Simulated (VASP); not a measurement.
# CoSi (NiAs type): single point with PBE

Crystal: CoSi (NiAs type).

```
Co Si
1.0
     3.21211    0.00000    0.00000
    -1.60605    2.78177    0.00000
     0.00000    0.00000    4.89623
Co Si
2 2
Direct
  0.00000 0.00000 0.00000
  0.00000 0.00000 0.50000
  0.33333 0.66667 0.25000
  0.66667 0.33333 0.75000
```

```json
{
  "Program": "VASP 6.6.1",
  "Task": "single point",
  "Functional": "PBE",
  "Potentials or basis": "VASP PAW PBE potentials, release 64 (Co, Si)",
  "Cutoff": "520 eV",
  "k mesh": "12 × 12 × 7",
  "Occupations": "fermi-dirac, width 0.08 eV",
  "Spin": "no spin polarisation",
  "Dipole correction": "no",
  "Further INCAR settings": "ALGO = Normal; EDIFF = 1e-06; NBANDS = 21"
}
```

- Pressure: 29.8 GPa
- Band gap on the k mesh: zero (bands 13 and 14 overlap by 3.07 eV)

Stress tensor (GPa, compression positive):
```
29.75  0.00  0.00
 0.00 29.75  0.00
 0.00  0.00 29.99
```

Levels at points of the mesh, in eV from the Fermi level:
```tsv
k point	band 9	band 10	band 11	band 12	band 13	band 14	band 15	band 16	band 17	band 18
(0.00, 0.00, 0.00)	-2.22	-2.22	-0.77	-0.77	1.27	4.16	4.16	6.50	6.96	7.09
(0.50, 0.00, 0.00)	-1.30	-1.28	-1.24	-1.03	-0.73	-0.53	-0.20	3.30	3.40	6.73
```

Wall time 18 s on 1 thread of Intel(R) Xeon(R) 6975P-C (Granite Rapids), on a shared host, peak memory 0.19 GiB.

Caveat: the cell stands under pressure; the run has no spin polarisation, though such a crystal can be magnetic. Spin polarisation is off, so any magnetic state and its effect on volume and gap are missing.
